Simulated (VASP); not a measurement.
Write the native input for VASP 6.6.1 that does the following.

```
Task                   : single point
Functional             : PBEsol
Potentials or basis    : VASP PAW PBE potentials, release 64 (Ge_d)
Cutoff                 : 520 eV
k mesh                 : 12 × 12 × 8
Occupations            : gaussian, width 0.15 eV
Spin                   : no spin polarisation
Dipole correction      : no
Further INCAR settings : ALGO = Fast; EDIFF = 1e-06; NBANDS = 36
```

The structure of Ge lies in POSCAR:

```
Ge
1.0
    0.0000000000     -2.8378616867     -2.8378616867
    0.0000000000      2.8378616867     -2.8378616867
    5.6757233734      0.0000000000      0.0000000000
Ge
4
Direct
    0.5688415031      0.5048060078      0.0000000000
   -0.0476988236      0.0163366717      0.5000000000
    0.0476988236      0.4951939922      0.2500000000
    0.4311584969     -0.0163366717      0.7500000000
```

This cell differs from its parent crystal: atoms displaced along several vibrational modes.

These files were run (other wordings do the same):

INCAR

```
PREC = Accurate
ENCUT = 520
EDIFF = 1E-6
ISMEAR = 0
SIGMA = 0.15
LREAL = False
LASPH = True
NELM = 80
ALGO = Fast
ISIF = 2
LWAVE = False
LCHARG = True
GGA = PS
LELF = True
LVHAR = True
NBANDS = 36
```

KPOINTS

```
regular mesh
0
Gamma
  12 12 8
```

Potentials or basis: VASP PAW PBE potentials, release 64 (Ge_d).

The run is started by

```console
$ cat potpaw_PBE.64/Ge_d/POTCAR > POTCAR
$ mpirun -np 1 vasp_std > vasp.out
```

Results of the run:

| Item | Value |
| --- | --- |
| Pressure | -0.4 GPa |
| Largest force | 1.569 eV/Å |
| Band gap on the k mesh | zero (bands 28 and 29 overlap by 0.59 eV) |

Caveat: the cell differs from its parent crystal (atoms displaced along several vibrational modes); semilocal functionals underestimate gaps, and a narrow one can read as zero; the PAW data sets were made with another functional, which shifts forces and pressure a little.

Run time: 26 min on 1 thread of Oxide Virtual Turin-like Processor, on a shared host, peak memory 1.2 GiB.
